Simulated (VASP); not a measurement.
Write the native input for VASP 6.6.1 that does the following.

- Task: single point
- Functional: PBE
- Potentials or basis: VASP PAW PBE potentials, release 64 (Zn, Pb_d, O)
- Cutoff: 520 eV
- k mesh: 6 × 6 × 6
- Occupations: gaussian, width 0.1 eV
- Spin: no spin polarisation
- Dipole correction: no
- Further INCAR settings: ALGO = Normal; EDIFF = 1e-06; NBANDS = 36

The structure of Zn3PbO lies in POSCAR:

```
Zn3PbO
1.0
    4.4121345136      0.0000000000      0.0000000000
    0.0000000000      4.4121345136      0.0000000000
    0.0000000000      0.0000000000      4.4121345136
Zn Pb O
3 1 1
Direct
    0.0000000000      0.5000000000      0.5000000000
    0.5000000000      0.0000000000      0.5000000000
    0.5000000000      0.5000000000      0.0000000000
    0.0000000000      0.0000000000      0.0000000000
    0.5000000000      0.5000000000      0.5000000000
```

The input as run:

INCAR

```
ALGO = Normal
EDIFF = 1E-6
ENCUT = 520
GGA = PE
ISIF = 2
ISMEAR = 0
LASPH = T
LCHARG = F
LREAL = F
LWAVE = F
NBANDS = 36
NELM = 80
PREC = Accurate
SIGMA = 0.1
```

KPOINTS

```
k-points
0
Gamma
  6 6 6
```

Potentials or basis: VASP PAW PBE potentials, release 64 (Zn, Pb_d, O).

The run is started by

```bash
$ cat potpaw_PBE.64/Zn/POTCAR potpaw_PBE.64/Pb_d/POTCAR potpaw_PBE.64/O/POTCAR > POTCAR
$ mpirun -np 1 vasp_std > vasp.out
```

It gave:

```yaml
Pressure: 0.4 GPa
Band_gap_on_the_k_mesh: zero (bands 28 and 29 overlap by 0.92 eV)
```

Caveat: spin-orbit coupling is left out, which moves the levels of the heavy elements.

Wall time 52 s on 1 thread of Intel(R) Xeon(R) Platinum 8375C CPU @ 2.90GHz (Ice Lake), with other jobs on the host, peak memory 0.23 GiB.
